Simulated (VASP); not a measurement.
Here is a VASP 6.6.1 calculation.

Contents of INCAR:

```
SYSTEM = BaTiO3
PREC = Accurate
ENCUT = 600
EDIFF = 1E-6
ISMEAR = 0
SIGMA = 0.02
LREAL = .False.
LASPH = .True.
NELM = 120
ALGO = Normal
ISIF = 2
LWAVE = .False.
LCHARG = .True.
GGA = CA
LELF = .True.
LVHAR = .True.
NBANDS = 28
GGA_COMPAT = .False.
```

KPOINTS

```
regular mesh
0
Gamma
  8 8 8
  0 0 0
```

POSCAR

```
BaTiO3
1.0
    3.9433016563      0.0000000000      0.0000000000
    0.0000000000      3.9433016563      0.0000000000
    0.0000000000      0.0000000000      3.9242327390
Ba Ti O
1 1 3
Direct
    0.0000000000      0.0000000000      0.0000000000
    0.5000000000      0.5000000000      0.5000000000
    0.5000000000      0.5000000000      0.0000000000
    0.5000000000      0.0000000000      0.5000000000
    0.0000000000      0.5000000000      0.5000000000
```

Potentials or basis: VASP PAW LDA potentials, release 64 (Ba_sv, Ti_sv, O).

Launch:

```bash
$ cat potpaw_LDA.64/Ba_sv/POTCAR potpaw_LDA.64/Ti_sv/POTCAR potpaw_LDA.64/O/POTCAR > POTCAR
$ mpirun -np 1 vasp_std > vasp.out
```

(1) Estimate the pressure.

(2) Predict the band gap on the k mesh.

Answers

(1) 2.0 GPa.

(2) 1.74 eV (least direct gap 1.83 eV).

Caveat: spin-orbit coupling is left out, which moves the levels of the heavy elements.
